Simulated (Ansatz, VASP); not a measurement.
AlGaN2 in VASP and in Ansatz

File INCAR:

```
SYSTEM = AlGaN2
  ALGO = Normal
  EDIFF = 1E-6
  ENCUT = 520
  GGA = CA
  ISIF = 2
  ISMEAR = 0
  LASPH = .TRUE.
  LCHARG = .TRUE.
  LELF = .TRUE.
  LREAL = .FALSE.
  LVHAR = .TRUE.
  LWAVE = .FALSE.
  NBANDS = 21
  NELM = 100
  PREC = Accurate
  SIGMA = 0.05
```

KPOINTS

```
k-points
0
G
  8 8 6
  0 0 0
```

File POSCAR:

```
AlGaN2
1.0
    3.0937638930      0.0000000000      0.0000000000
    0.0000000000      3.0937638930      0.0000000000
    0.0000000000      0.0000000000      4.3574803709
Al Ga N
1 1 2
Direct
    0.5000000000      0.5000000000      0.5000000000
    0.0000000000      0.0000000000      0.0000000000
    0.5000000000      0.0000000000      0.7382648100
    0.0000000000      0.5000000000      0.2617351900
```

Input for Ansatz:

```yaml
crystal:
  lattice:
    - [3.093763893, 0.0, 0.0]
    - [0.0, 3.093763893, 0.0]
    - [0.0, 0.0, 4.3574803709]
  atoms:
    - { symbol: Al, position: [0.5, 0.5, 0.5] }
    - { symbol: Ga, position: [0.0, 0.0, 0.0] }
    - { symbol: "N", position: [0.5, 0.0, 0.73826481] }
    - { symbol: "N", position: [0.0, 0.5, 0.26173519] }
basis:
  ecutwfc: 420
kpoints:
  mp_grid: { grid: [8, 8, 6] }
hamiltonian:
  xc: lda
scf:
  occupations: { method: gaussian, width: 0.05 }
output:
  forces: true
  stress: true
  eigenvalues: true
```

Change from the starting cell: strain -0.015 along x and y, -0.015 along z, atoms carried along.

Alike in both runs: task single point; functional LDA; k mesh 8 × 8 × 6; occupations gaussian, width 0.05 eV; no spin polarisation.

```csv
,VASP,Ansatz
version,VASP 6.6.1,Ansatz 0.2.0
potentials or method,"VASP PAW LDA potentials, release 64 (Al, Ga_d, N), cutoff 520 eV","scalar-relativistic, plane waves, PAW"
valence electrons in the cell,26,26
```

VASP gave:

| Property | Result |
| --- | --- |
| gap on the k mesh at the Fermi level (eV) | 3.21 |
| least direct gap on the mesh (eV) | 3.21 |
| pressure (GPa) | 5.2 |
| traceless stress, the component that is largest in VASP (GPa) | -0.21 |
| rms of the force components (eV/Å) | 0.071 |

Task: Which values does Ansatz return?

Result: gap on the k mesh at the Fermi level (eV): 3.20; least direct gap on the mesh (eV): 3.20; pressure (GPa): 4.3; traceless stress, the component that is largest in VASP (GPa): -0.22; rms of the force components (eV/Å): 0.083.

LDA's correlation is that of Perdew and Zunger in VASP and of Perdew and Wang (1992) in Ansatz. Atom by atom the forces differ by 0.011 eV/Å (rms over components).
